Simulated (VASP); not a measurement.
# AgCl (Fm-3m) in VASP: a series of runs, part 2 of 2

VASP 6.6.1. Earlier steps stand in the parts before.

## (3) Relaxation of cell and atoms, LDA

INCAR

```
PREC = Accurate ; ENCUT = 600
EDIFF = 1E-7 ; ISMEAR = -1
SIGMA = 0.02 ; LREAL = F
LASPH = T ; NELM = 100
ALGO = Normal ; ISIF = 3
LWAVE = F ; LCHARG = F
IBRION = 2 ; NSW = 80
EDIFFG = -0.005
```

KPOINTS

```
regular mesh
0
Gamma
  8 8 8
```

POSCAR

```
AgCl
1.0
    0.0000000000      2.8060280899      2.8060280899
    2.8060280899      0.0000000000      2.8060280899
    2.8060280899      2.8060280899      0.0000000000
Ag Cl
1 1
Direct
    0.0000000000      0.0000000000      0.0000000000
    0.5000000000      0.5000000000      0.5000000000
```

Potentials or basis: VASP PAW LDA potentials, release 64 (Ag, Cl).

Started as:

```console
$ cat potpaw_LDA.64/Ag/POTCAR potpaw_LDA.64/Cl/POTCAR > POTCAR
$ mpirun -np 1 vasp_std > vasp.out
```

Run time: 80 s. Hardware: 1 thread of AMD EPYC 7R13, shared host; peak memory 0.14 GiB.

It converged, with:

```
Free energy                            : -6.7939 eV
Relaxed volume                         : 19.21 Å³/atom
Relaxed cell                           : a = 3.788 Å, b = 3.788 Å, c = 3.788 Å, α = 60.00°, β = 60.00°, γ = 60.00°
Space group after relaxing (to 0.05 Å) : Fm-3m (No. 225)
Energy gained by relaxing              : 70.4 meV/atom
Ionic steps                            : 3
Pressure after relaxing                : 0.0 GPa
Band gap on the k mesh                 : 0.65 eV, indirect (least direct gap 3.36 eV)
```

The path:
```
step  energy change (eV)  largest force (eV/Å)  pressure (GPa)  volume (Å³)
   1              0.0000                0.0000           -6.76        44.19
   2             -0.1408                0.0000           -0.12        38.49
   3             -0.1408                0.0000           -0.02        38.43
```

Final structure:
```
Ag Cl
1.0
     0.00000    2.67834    2.67834
     2.67834    0.00000    2.67834
     2.67834    2.67834    0.00000
Ag Cl
1 1
Direct
  0.00000 0.00000 0.00000
  0.50000 0.50000 0.50000
```

Levels at points of the mesh, in eV from the valence-band top:
```tsv
k point	band 5	band 6	band 7	band 8	band 9	band 10	band 11	band 12	band 13
(0.00, 0.00, 0.00)	-2.95	-2.95	-2.75	-2.75	-2.75	0.65	10.71	10.71	10.71
(0.50, 0.00, 0.00)	-2.51	-2.51	-2.13	0.00	0.00	3.67	6.95	7.24	7.24
(0.50, 0.50, 0.00)	-3.45	-2.71	-2.35	-2.35	-2.18	1.94	7.72	8.75	11.78
```

## (4) Relaxation of cell and atoms, r2SCAN

POSCAR is that of step 3.

INCAR.step1

```
  ALGO = Normal
  EDIFF = 1E-4
  ENCUT = 600
  GGA = PE
  ISMEAR = -1
  LASPH = True
  LCHARG = False
  LREAL = False
  LWAVE = True
  NELM = 80
  PREC = Accurate
  SIGMA = 0.02
```

INCAR.step2

```
  ALGO = Normal
  EDIFF = 1E-6
  EDIFFG = -0.005
  ENCUT = 600
  IBRION = 2
  ISIF = 3
  ISMEAR = -1
  ISTART = 1
  LASPH = True
  LCHARG = False
  LMIXTAU = True
  LREAL = False
  LWAVE = False
  METAGGA = R2SCAN
  NELM = 80
  NSW = 80
  PREC = Accurate
  SIGMA = 0.02
```

KPOINTS

```
k-points
0
Gamma
  8 8 8
```

Potentials or basis: VASP PAW PBE potentials, release 64 (Ag, Cl).

Started as:

```console
$ cat potpaw_PBE.64/Ag/POTCAR potpaw_PBE.64/Cl/POTCAR > POTCAR
$ cp INCAR.step1 INCAR
$ mpirun -np 1 vasp_std > vasp.out
$ cp INCAR.step2 INCAR
$ mpirun -np 1 vasp_std > vasp.out
```

It took 6.4 min on 1 thread of AMD EPYC 7R13, shared host; peak memory 0.18 GiB.

The run converged. Its results:

```yaml
Free_energy: -28.6445 eV
Relaxed_volume: 21.31 Å³/atom
Relaxed_cell: a = 3.921 Å, b = 3.921 Å, c = 3.921 Å, α = 60.00°, β = 60.00°, γ = 60.00°
Space_group_after_relaxing_to_0.05_Å: Fm-3m (No. 225)
Energy_gained_by_relaxing: 4.4 meV/atom
Ionic_steps: 3
Pressure_after_relaxing: 0.0 GPa
Band_gap_on_the_k_mesh: 1.42 eV, indirect (least direct gap 3.70 eV)
```

The path:
```tsv
step	energy change (eV)	largest force (eV/Å)	pressure (GPa)	volume (Å³)
1	0.0000	0.0000	-1.70	44.19
2	-0.0087	0.0000	-0.12	42.71
3	-0.0087	0.0000	-0.02	42.61
```

Final structure:
```cif
data_structure
_symmetry_space_group_name_H-M 'P 1'
_symmetry_Int_Tables_number 1
_cell_length_a 3.9205
_cell_length_b 3.9205
_cell_length_c 3.9205
_cell_angle_alpha 60.000
_cell_angle_beta 60.000
_cell_angle_gamma 60.000
_cell_volume 42.61
loop_
_atom_site_label
_atom_site_type_symbol
_atom_site_fract_x
_atom_site_fract_y
_atom_site_fract_z
_atom_site_occupancy
Ag1 Ag 0.00000 0.00000 0.00000 1
Cl1 Cl 0.50000 0.50000 0.50000 1
```

Levels at points of the mesh, in eV from the valence-band top:
| k point | band 7 | band 8 | band 9 | band 10 | band 11 | band 12 |
| --- | --- | --- | --- | --- | --- | --- |
| (0.00, 0.00, 0.00) | -2.44 | -2.39 | -2.39 | 1.42 | 11.34 | 11.34 |
| (0.50, 0.00, 0.00) | -1.75 | 0.00 | 0.00 | 4.70 | 7.17 | 8.27 |
| (0.50, 0.50, 0.00) | -1.96 | -1.96 | -1.85 | 2.93 | 8.35 | 9.25 |

Caveat: the PAW data sets were made with another functional, which shifts forces and pressure a little. r2SCAN opens gaps a little over a GGA but as a rule still falls short of measured ones.

## (5) Single point, PBE, non-collinear spin, zero start, spin-orbit coupling

This run uses another cell than the first one, of 21.33 Å³/atom, 0.965 times its volume.

INCAR

```
PREC = Accurate ; ENCUT = 520
EDIFF = 1E-7 ; ISMEAR = -1
SIGMA = 0.02 ; LREAL = False
LASPH = True ; NELM = 150
ALGO = Normal ; ISIF = 2
LWAVE = False ; LCHARG = True
LNONCOLLINEAR = True ; MAGMOM = 0 0 0 0 0 0
LORBIT = 11 ; LSORBIT = True
GGA_COMPAT = False ; LORBMOM = True
LMAXMIX = 4 ; GGA = PE
LVHAR = True ; NBANDS = 30
```

KPOINTS

```
Automatic mesh
0
Gamma
  8 8 8
```

POSCAR

```
AgCl
1.0
    0.0000000000      2.7731930222      2.7731930222
    2.7731930222      0.0000000000      2.7731930222
    2.7731930222      2.7731930222      0.0000000000
Ag Cl
1 1
Direct
    0.0000000000      0.0000000000      0.0000000000
    0.5000000000      0.5000000000      0.5000000000
```

Potentials or basis: VASP PAW PBE potentials, release 64 (Ag, Cl).

Started as:

```console
$ cat potpaw_PBE.64/Ag/POTCAR potpaw_PBE.64/Cl/POTCAR > POTCAR
$ mpirun -np 1 vasp_ncl > vasp.out
```

OUTCAR:

```text
PREC = Accurate
   ENCUT = 520
   EDIFF = 1E-7
   ISMEAR = -1
   LREAL = False
   LASPH = True
   NELM = 150
   ISIF = 2
   LNONCOLLINEAR = True
   LORBIT = 11
   LSORBIT = True
   GGA = PE

 ion  position               nearest neighbor table
   1  0.000  0.000  0.000-   2 2.77   2 2.77   2 2.77   2 2.77   2 2.77   2 2.77
   2  0.500  0.500  0.500-   1 2.77   1 2.77   1 2.77   1 2.77   1 2.77   1 2.77

  LATTYP: Found a face centered cubic cell.
 ALAT       =     5.5463860444

  Lattice vectors:

 A1 = (   0.0000000000,   2.7731930222,   2.7731930222)
 A2 = (   2.7731930222,   0.0000000000,   2.7731930222)
 A3 = (   2.7731930222,   2.7731930222,   0.0000000000)

[... 1085 lines left out ...]
     0.0000000     0.0000000     0.0000000     0.0000000     0.0000000
 l=   3
     0.0000000     0.0000000     0.0000000     0.0000000     0.0000000     0.0000000     0.0000000
     0.0000000     0.0000000     0.0000000     0.0000000     0.0000000     0.0000000     0.0000000
     0.0000000     0.0000000     0.0000000     0.0000000     0.0000000     0.0000000     0.0000000
     0.0000000     0.0000000     0.0000000     0.0000000     0.0000000     0.0000000     0.0000000
     0.0000000     0.0000000     0.0000000     0.0000000     0.0000000     0.0000000     0.0000000
     0.0000000     0.0000000     0.0000000     0.0000000     0.0000000     0.0000000     0.0000000
     0.0000000     0.0000000     0.0000000     0.0000000     0.0000000     0.0000000     0.0000000

 total charge

# of ion       s       p       d       tot
------------------------------------------
    1        0.198   0.139   9.372   9.709
    2        1.603   3.475   0.000   5.078
--------------------------------------------------
tot          1.802   3.614   9.372  14.787

 magnetization (x)

# of ion       s       p       d       tot
------------------------------------------
    1        0.000  -0.000   0.000   0.000
    2       -0.000   0.000   0.000  -0.000
--------------------------------------------------
tot         -0.000  -0.000   0.000   0.000

 magnetization (y)

# of ion       s       p       d       tot
------------------------------------------
    1        0.000   0.000   0.000   0.000
    2        0.000   0.000   0.000   0.000
--------------------------------------------------
tot          0.000   0.000   0.000   0.000

 magnetization (z)

# of ion       s       p       d       tot
------------------------------------------
    1        0.000  -0.000   0.000   0.000
    2        0.000  -0.000   0.000   0.000
--------------------------------------------------
tot          0.000  -0.000   0.000   0.000
```

stdout:

```text
POSCAR found type information on POSCAR AgCl
 POSCAR found :  2 types and       2 ions
 scaLAPACK will be used
 LDA part: xc-table for (Slater+PW92), standard interpolation
 POSCAR, INCAR and KPOINTS ok, starting setup
 FFT: planning ... GRIDC
 FFT: planning ... GRID_SOFT
 FFT: planning ... GRID
 WAVECAR not read
 entering main loop
```

Run time: 3 min. Hardware: 1 thread of AMD EPYC 7R13, shared host; peak memory 0.27 GiB.

What came out:

| Quantity | Value |
| --- | --- |
| Free energy | -5.4149 eV |
| Pressure | 1.4 GPa |
| Net moment | 0.00 μB per cell |
| Valence electrons inside the program's atomic spheres | Ag 9.71; Cl 5.08 |

Moments on the atoms (μB; x, y, z):
```
Ag  0.00 0.00 0.00
Cl  0.00 0.00 0.00
```

## (6) The runs side by side

```csv
task,level,potentials or basis,spin,cell,cutoff (eV),gap on the mesh (eV),pressure (GPa),relaxed volume (Å³/atom)
relaxation of cell and atoms,PBEsol,"VASP PAW PBE potentials, release 64 (Ag, Cl)",off,"relaxed from a = 3.968 Å, angles 60.0°, 2 atoms",600,0.72,0.0,20.20
relaxation of cell and atoms,LDA,"VASP PAW LDA potentials, release 64 (Ag, Cl)",off,"relaxed from a = 3.968 Å, angles 60.0°, 2 atoms",600,0.65,0.0,19.21
relaxation of cell and atoms,r2SCAN,"VASP PAW PBE potentials, release 64 (Ag, Cl)",off,"relaxed from a = 3.968 Å, angles 60.0°, 2 atoms",600,1.42,0.0,21.31
single point,PBE,"VASP PAW PBE potentials, release 64 (Ag, Cl)","non-collinear, zero start, SOC","a = 3.922 Å, angles 60.0°, 2 atoms",520,-,1.4,-
```

Alike in all rows: k mesh 8 × 8 × 8; smearing fermi-dirac 0.02 eV.

Caveats: the PAW data sets were made with another functional, which shifts forces and pressure a little (some runs).

Total energies depend on the potentials used, so only differences within one code and one set of settings carry meaning.
